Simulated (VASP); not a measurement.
Zr12H (a cell with a defect), 13 atoms in the cell. The cell holds a defect, 13 atoms: a = 6.460 Å, b = 9.690 Å, c = 5.145 Å, α = 90.00°, β = 90.00°, γ = 120.00°. 

```yaml
Program: VASP 6.6.1
Task: single point
Functional: PBE
Potentials_or_basis: VASP PAW PBE potentials, release 64 (Zr_sv, H)
Cutoff: 520 eV
k_mesh: 3 × 2 × 3
Occupations: fermi-dirac, width 0.05 eV
Spin: no spin polarisation
Dipole_correction: no
Further_INCAR_settings: ALGO = Normal; EDIFF = 1e-06; NBANDS = 84
```

Potentials or basis: VASP PAW PBE potentials, release 64 (Zr_sv, H).

Launch:

```bash
$ cat potpaw_PBE.64/Zr_sv/POTCAR potpaw_PBE.64/H/POTCAR > POTCAR
$ mpirun -np 1 vasp_std > vasp.out
```

Hardware: 1 thread of Oxide Virtual Turin-like Processor, on a shared host.

**Question.** Estimate the wall time of this run.

**Answer.** Run time: 5 min on 1 thread of Oxide Virtual Turin-like Processor (shared host), peak memory 0.39 GiB. Counts: scf iterations 17, k points 10.
